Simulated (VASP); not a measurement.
# Ca3Mn (Pm-3m) in VASP: further runs, part 2 of 2

VASP 6.6.1. The steps go on from the part before.

### Step 3. Relaxation of cell and atoms, PBE, collinear spin, ferromagnetic start

This run uses another cell than the first one, of 23.86 Å³/atom.

File INCAR:

```
ALGO = Normal ; EDIFF = 1E-7
EDIFFG = -0.04 ; ENCUT = 600
GGA = PE ; IBRION = 2
ISIF = 3 ; ISMEAR = 0
ISPIN = 2 ; LASPH = T
LCHARG = F ; LMAXMIX = 4
LORBIT = 11 ; LREAL = F
LWAVE = F ; MAGMOM = 0 0 0 4.31
NELM = 150 ; NSW = 90
PREC = Accurate ; SIGMA = 0.1
```

File KPOINTS:

```
k-points
0
Gamma
  4 4 4
```

File POSCAR:

```
Ca3Mn
1.0
    4.5701882993      0.0000000000      0.0000000000
    0.0000000000      4.5701882993      0.0000000000
    0.0000000000      0.0000000000      4.5701882993
Ca Mn
3 1
Direct
    0.0000000000      0.5000000000      0.5000000000
    0.5000000000      0.0000000000      0.5000000000
    0.5000000000      0.5000000000      0.0000000000
    0.0000000000      0.0000000000      0.0000000000
```

Potentials or basis: VASP PAW PBE potentials, release 64 (Ca_sv, Mn_pv).

Command:

```bash
> cat potpaw_PBE.64/Ca_sv/POTCAR potpaw_PBE.64/Mn_pv/POTCAR > POTCAR
> mpirun -np 1 vasp_std > vasp.out
```

OUTCAR:

```text
EDIFF = 1E-7
   EDIFFG = -0.04
   ENCUT = 600
   GGA = PE
   IBRION = 2
   ISIF = 3
   ISMEAR = 0
   ISPIN = 2
   LASPH = T
   LORBIT = 11
   LREAL = F
   NELM = 150
   NSW = 90
   PREC = Accurate

 ion  position               nearest neighbor table
   1  0.000  0.500  0.500-
   2  0.500  0.000  0.500-
   3  0.500  0.500  0.000-
   4  0.000  0.000  0.000-

  LATTYP: Found a simple cubic cell.
 ALAT       =     4.5701882993

  Lattice vectors:

 A1 = (   4.5701882993,   0.0000000000,   0.0000000000)
 A2 = (   0.0000000000,   4.5701882993,   0.0000000000)
 A3 = (   0.0000000000,   0.0000000000,   4.5701882993)

Analysis of symmetry for initial positions (statically):
=====================================================================
 Subroutine PRICEL returns:
 Original cell was already a primitive cell.

 Routine SETGRP: Setting up the symmetry group for a
 simple cubic supercell.

 Subroutine GETGRP returns: Found 48 space group operations
 (whereof 48 operations were pure point group operations)
 out of a pool of 48 trial point group operations.

The static configuration has the point symmetry O_h .

Analysis of symmetry for dynamics (positions and initial velocities):
=====================================================================
 Subroutine PRICEL returns:
 Original cell was already a primitive cell.

 Routine SETGRP: Setting up the symmetry group for a
 simple cubic supercell.

 Subroutine GETGRP returns: Found 48 space group operations
 (whereof 48 operations were pure point group operations)
 out of a pool of 48 trial point group operations.

The dynamic configuration has the point symmetry O_h .

Analysis of structural, dynamic, and magnetic symmetry:
=====================================================================
 Subroutine PRICEL returns:
 Original cell was already a primitive cell.

 Routine SETGRP: Setting up the symmetry group for a
 simple cubic supercell.

 Subroutine GETGRP returns: Found 48 space group operations
 (whereof 48 operations were pure point group operations)
 out of a pool of 48 trial point group operations.

The overall configuration has the point symmetry O_h .

 Subroutine INISYM returns: Found 48 space group operations
 (whereof 48 operations are pure point group operations),
 and found     1 'primitive' translations

----------------------------------------------------------------------------------------

                                     Primitive cell

  volume of cell :      95.4558

  direct lattice vectors                    reciprocal lattice vectors
     4.570188299  0.000000000  0.000000000     0.218809365  0.000000000  0.000000000
     0.000000000  4.570188299  0.000000000     0.000000000  0.218809365  0.000000000
     0.000000000  0.000000000  4.570188299     0.000000000  0.000000000  0.218809365

  length of vectors
     4.570188299  4.570188299  4.570188299     0.218809365  0.218809365  0.218809365

  position of ions in fractional coordinates (direct lattice)
     0.000000000  0.500000000  0.500000000
     0.500000000  0.000000000  0.500000000
     0.500000000  0.500000000  0.000000000
     0.000000000  0.000000000  0.000000000

  ion indices of the primitive-cell ions
   primitive index   ion index
[... 30 lines left out ...]

 Following reciprocal coordinates:
            Coordinates               Weight
  0.000000  0.000000  0.000000      1.000000
  0.250000  0.000000  0.000000      6.000000
  0.500000  0.000000  0.000000      3.000000
  0.250000  0.250000  0.000000     12.000000
  0.500000  0.250000  0.000000     12.000000
  0.500000  0.500000  0.000000      3.000000
  0.250000  0.250000  0.250000      8.000000
  0.500000  0.250000  0.250000     12.000000
  0.500000  0.500000  0.250000      6.000000
  0.500000  0.500000  0.500000      1.000000
   k-points           NKPTS =     10   k-points in BZ     NKDIM =     10   number of bands    NBANDS=     27
   number of dos      NEDOS =    301   number of ions     NIONS =      4
   total plane-waves  NPLWV =  64000
   dimension x,y,z NGX =    40 NGY =   40 NGZ =   40
   dimension x,y,z NGXF=    80 NGYF=   80 NGZF=   80
   ions per type =               3   1
   NGX,Y,Z   is equivalent  to a cutoff of  14.55, 14.55, 14.55 a.u.
   NGXF,Y,Z  is equivalent  to a cutoff of  29.10, 29.10, 29.10 a.u.
 SYSTEM =  unknown system
   PREC   = accura    normal or accurate (medium, high low for compatibility)
   ISTART =      0    job   : 0-new  1-cont  2-samecut
   ICHARG =      2    charge: 1-file 2-atom 10-const
   ISPIN  =      2    spin polarized calculation?
   LNONCOLLINEAR =      F non collinear calculations
   LSORBIT =      F    spin-orbit coupling
   LASPH  =      T    aspherical Exc in radial PAW
   ENCUT  =  600.0 eV  44.10 Ry    6.64 a.u.   9.13  9.13  9.13*2*pi/ulx,y,z
   NELM   =    150;   NELMIN=  2; NELMDL= -5     # of ELM steps
   EDIFF  = 0.1E-06   stopping-criterion for ELM
   LREAL  =      F    real-space projection
   EDIFFG = -.4E-01   stopping-criterion for IOM
   NSW    =     90    number of steps for IOM
   IBRION =      2    ionic relax: 0-MD 1-quasi-New 2-CG
   NFREE  =      1    steps in history (QN), initial steepest desc. (CG)
   ISIF   =      3    stress and relaxation
   ISYM   =      2    0-nonsym 1-usesym 2-fastsym
   POTIM  = 0.5000    time-step for ionic-motion
   TEBEG  =    0.0;   TEEND  =   0.0 temperature during run
   PSTRESS=    0.0 pullay stress
   NELECT =      43.0000    total number of electrons
   NUPDOWN=      -1.0000    fix difference up-down
   EMIN   =  10.00;   EMAX   =-10.00  energy-range for DOS
   EFERMI =   0.00;   METHOD = LEGACY
   ISMEAR =     0;   SIGMA  =   0.10  broadening in eV -4-tet -1-fermi 0-gaus
   EFERMI_NEDOS =   21; number of points for ismear=-14 and -15
   IALGO  =     38    algorithm
   IMIX   =      4    mixing-type and parameters
     AMIX     =   0.40;   BMIX     =  1.00
     AMIX_MAG =   1.60;   BMIX_MAG =  1.00
  volume/ion in A,a.u.               =      23.86       161.04
  Fermi-wavevector in a.u.,A,eV,Ry     =   1.254961  2.371532 21.428183  1.574927
  Thomas-Fermi vector in A             =   2.388741
   LORBIT       =     11    0 simple, 1 ext, 2 COOP (PROOUT), +10 PAW based schemes
   GGA     = PE    functional components
   LHFCALC =     F    Hartree Fock is set to
   AEXX    =    0.0000 exact exchange contribution
   IVDW    =     0    specifies the selected vdW correction
   LEPSILON=     F    determine dielectric tensor
   LRPA    =     F    only Hartree local field effects (RPA)
 conjugate gradient relaxation of ions
 spin polarized calculation
 Gauss-broadening in eV      SIGMA  =   0.10
  energy-cutoff  :      600.00
  volume of cell :       95.46
 maximum number of plane-waves:      3218
 NGX is ok and might be reduce to    40
   NGX = 19   NGY = 19   NGZ = 19

--------------------------------------- Ionic step        1  -------------------------------------------

 number of electron      42.9999982 magnetization       3.8726737

 Free energy of the ion-electron system (eV)
  ---------------------------------------------------
  ext. energy  EPLUGINS =         0.00000000
  ---------------------------------------------------
  free energy    TOTEN  =       -12.22532423 eV

  energy without entropy =      -12.19217236  energy(sigma->0) =      -12.20874830

 E-fermi :   4.4915     XC(G=0):  -9.7363

 val. band max:        4.4868552280   @ k =   0.2500   0.0000   0.0000
 cond. band min:       4.5438139003   @ k =   0.2500   0.2500   0.2500
 fundamental gap:      0.0569586723
 Fermi energy:         4.4914547729

 spin component 1

 k-point     1 :       0.0000    0.0000    0.0000
  band No.  band energies     occupation
      1     -45.4380      1.00000
      2     -45.4380      1.00000
      3     -45.4380      1.00000
      4     -36.4249      1.00000
      5     -36.2708      1.00000
      6     -36.2708      1.00000
[... 751 lines left out ...]
 number of electron      43.0000002 magnetization       0.0054628

 number of electron      43.0000002 magnetization      -0.0000076

 Free energy of the ion-electron system (eV)
  ---------------------------------------------------
  ext. energy  EPLUGINS =         0.00000000
  ---------------------------------------------------
  free energy    TOTEN  =       -11.49658442 eV

  energy without entropy =      -11.44348851  energy(sigma->0) =      -11.47003646

 E-fermi :   3.1520     XC(G=0):  -9.0061

 val. band max:        3.1392304185   @ k =   0.5000   0.0000   0.0000
 cond. band min:       3.1566293889   @ k =   0.5000   0.2500   0.2500
 fundamental gap:      0.0173989704
 Fermi energy:         3.1519885754

 spin component 1

 k-point     1 :       0.0000    0.0000    0.0000
  band No.  band energies     occupation
      1     -44.0093      1.00000
      2     -44.0093      1.00000
      3     -44.0093      1.00000
      4     -38.0030      1.00000
      5     -37.9294      1.00000
      6     -37.9294      1.00000
[... 623 lines left out ...]
  FREE ENERGIE OF THE ION-ELECTRON SYSTEM (eV)
  ---------------------------------------------------
  free  energy   TOTEN  =       -11.4965844178 eV

  energy  without entropy=      -11.4434885055  energy(sigma->0) =      -11.47003646

 reached required accuracy - stopping structural energy minimisation

 total charge

# of ion       s       p       d       tot
------------------------------------------
    1        2.090   5.835   0.247   8.171
    2        2.090   5.835   0.247   8.171
    3        2.090   5.835   0.247   8.171
    4        0.319   6.059   5.084  11.462
--------------------------------------------------
tot          6.587  23.564   5.825  35.976

 magnetization (x)

# of ion       s       p       d       tot
------------------------------------------
    1        0.000  -0.000   0.000   0.000
    2        0.000  -0.000   0.000   0.000
    3        0.000  -0.000   0.000   0.000
    4        0.000  -0.000  -0.000  -0.000
--------------------------------------------------
tot          0.000  -0.000  -0.000  -0.000
```

OSZICAR:

```text
N       E                     dE             d eps       ncg     rms          rms(c)
DAV:   1     0.503868434913E+03    0.50387E+03   -0.24508E+04  1088   0.179E+03
DAV:   2     0.172204334026E+02   -0.48665E+03   -0.48139E+03  1080   0.519E+02
DAV:   3    -0.126372618379E+02   -0.29858E+02   -0.28953E+02  1954   0.110E+02
[... 205 lines left out ...]
DAV:  16    -0.114965811669E+02   -0.17859E-04   -0.18314E-05  1157   0.425E-02    0.170E-02
DAV:  17    -0.114965835078E+02   -0.23409E-05   -0.70944E-06  1727   0.167E-02    0.580E-03
DAV:  18    -0.114965841357E+02   -0.62786E-06   -0.35864E-07  1000   0.433E-03    0.313E-03
DAV:  19    -0.114965842472E+02   -0.11155E-06   -0.16616E-07   622   0.248E-03    0.128E-03
DAV:  20    -0.114965844010E+02   -0.15375E-06   -0.69580E-08   566   0.172E-03    0.391E-04
DAV:  21    -0.114965844178E+02   -0.16869E-07   -0.25804E-08   558   0.108E-03
   5 F= -.11496584E+02 E0= -.11470036E+02  d E =0.728740E+00  mag=    -0.0000
```

CONTCAR:

```text
Ca3Mn
   1.00000000000000
     4.8606313176426204   -0.0000000000000000    0.0000000000000000
    -0.0000000000000000    4.8606313176426204    0.0000000000000000
     0.0000000000000000   -0.0000000000000000    4.8606313176426204
  Ca              Mn
     3     1
Direct
     0.0000000000000000    0.5000000000000000    0.5000000000000000
     0.5000000000000000    0.0000000000000000    0.5000000000000000
     0.5000000000000000    0.5000000000000000    0.0000000000000000
     0.0000000000000000    0.0000000000000000    0.0000000000000000

  0.00000000E+00  0.00000000E+00  0.00000000E+00
  0.00000000E+00  0.00000000E+00  0.00000000E+00
  0.00000000E+00  0.00000000E+00  0.00000000E+00
  0.00000000E+00  0.00000000E+00  0.00000000E+00
```

Wall time 12 min (1 thread of Intel Xeon 6975P-C (Granite Rapids), shared host); peak memory 0.32 GiB.

What came out:

```
Free energy                                           : -11.4966 eV
Relaxed volume                                        : 28.71 Å³/atom
Relaxed cell                                          : a = 4.861 Å, b = 4.861 Å, c = 4.861 Å, α = 90.00°, β = 90.00°, γ = 90.00°
Space group after relaxing (to 0.1 Å)                 : Pm-3m (No. 221)
Ionic steps                                           : 5
Pressure after relaxing                               : 0.0 GPa
Net moment                                            : 0.00 μB per cell
Valence electrons inside the program's atomic spheres : Ca 8.17; Mn 11.46
```

Step by step:
| step | energy change (eV) | largest force (eV/Å) | pressure (GPa) | volume (Å³) |
| --- | --- | --- | --- | --- |
| 1 | 0.0000 | 0.0000 | 12.48 | 95.46 |
| 2 | 0.7774 | 0.0000 | -1.71 | 123.51 |
| 3 | 0.7403 | 0.0000 | -0.88 | 118.97 |
| 4 | 0.7318 | 0.0000 | -0.47 | 116.94 |
| 5 | 0.7287 | 0.0000 | 0.01 | 114.84 |

Final structure:
```yaml
crystal:
  lattice:
    - [4.86063, 0.00000, 0.00000]
    - [0.00000, 4.86063, 0.00000]
    - [0.00000, 0.00000, 4.86063]
  atoms:
    - { symbol: Ca, position: [0.00000, 0.50000, 0.50000] }
    - { symbol: Ca, position: [0.50000, 0.00000, 0.50000] }
    - { symbol: Ca, position: [0.50000, 0.50000, 0.00000] }
    - { symbol: Mn, position: [0.00000, 0.00000, 0.00000] }
```

Levels at points of the mesh, in eV from the Fermi level:
Spin up:
| k point | band 19 | band 20 | band 21 | band 22 | band 23 | band 24 | band 25 | band 26 |
| --- | --- | --- | --- | --- | --- | --- | --- | --- |
| (0.00, 0.00, 0.00) | -0.89 | -0.36 | -0.36 | -0.36 | 1.67 | 1.67 | 1.67 | 1.94 |
| (0.50, 0.00, 0.00) | -0.16 | -0.16 | -0.16 | -0.01 | 0.16 | 0.98 | 0.98 | 1.55 |
| (0.50, 0.50, 0.00) | -1.19 | -0.14 | -0.14 | -0.06 | 0.21 | 0.24 | 1.09 | 1.40 |
| (0.50, 0.50, 0.50) | -1.08 | 0.15 | 0.15 | 0.49 | 0.49 | 0.49 | 0.97 | 0.97 |
Spin down:
| k point | band 18 | band 19 | band 20 | band 21 | band 22 | band 23 | band 24 | band 25 | band 26 | band 27 |
| --- | --- | --- | --- | --- | --- | --- | --- | --- | --- | --- |
| (0.00, 0.00, 0.00) | -0.89 | -0.89 | -0.36 | -0.36 | -0.36 | 1.67 | 1.67 | 1.67 | 1.94 | 1.94 |
| (0.50, 0.00, 0.00) | -0.49 | -0.16 | -0.16 | -0.16 | -0.01 | 0.16 | 0.98 | 0.98 | 1.55 | 2.35 |
| (0.50, 0.50, 0.00) | -1.19 | -1.19 | -0.14 | -0.14 | -0.06 | 0.21 | 0.24 | 1.09 | 1.40 | 1.85 |
| (0.50, 0.50, 0.50) | -1.08 | -1.08 | 0.15 | 0.15 | 0.49 | 0.49 | 0.49 | 0.97 | 0.97 | 0.97 |

Caveat: the volume moved by over 15 % at a fixed basis, so the end points are rough; the moments typed at the start vanished in this run.
